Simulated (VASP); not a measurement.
The system is Y.

```
Y
1.0
     0.00000    2.48500    2.48500
     2.48500    0.00000    2.48500
     2.48500    2.48500    0.00000
Y
1
Direct
  0.00000 0.00000 0.00000
```

This isn't the form of Y at room conditions, which is hcp.

Base run:

| Quantity | Value |
| --- | --- |
| Program | VASP 6.6.1 |
| Functional | PBE |
| Potentials or basis | VASP PAW PBE potentials, release 64 (Y_sv) |
| Cutoff | 520 eV |
| k mesh | 13 × 13 × 13 |
| Occupations | fermi-dirac, width 0.05 eV |
| Spin | no spin polarisation |

Its results: band gap on the k mesh zero (an odd number of electrons rules out a gap without spin polarisation); pressure 2.3 GPa.

The run is repeated on the same cell with these changes: functional from PBE to LDA; potentials or basis from VASP PAW PBE potentials, release 64 (Y_sv) to VASP PAW LDA potentials, release 64 (Y_sv). What comes out?

Band gap on the k mesh zero (an odd number of electrons rules out a gap without spin polarisation); pressure -1.9 GPa.
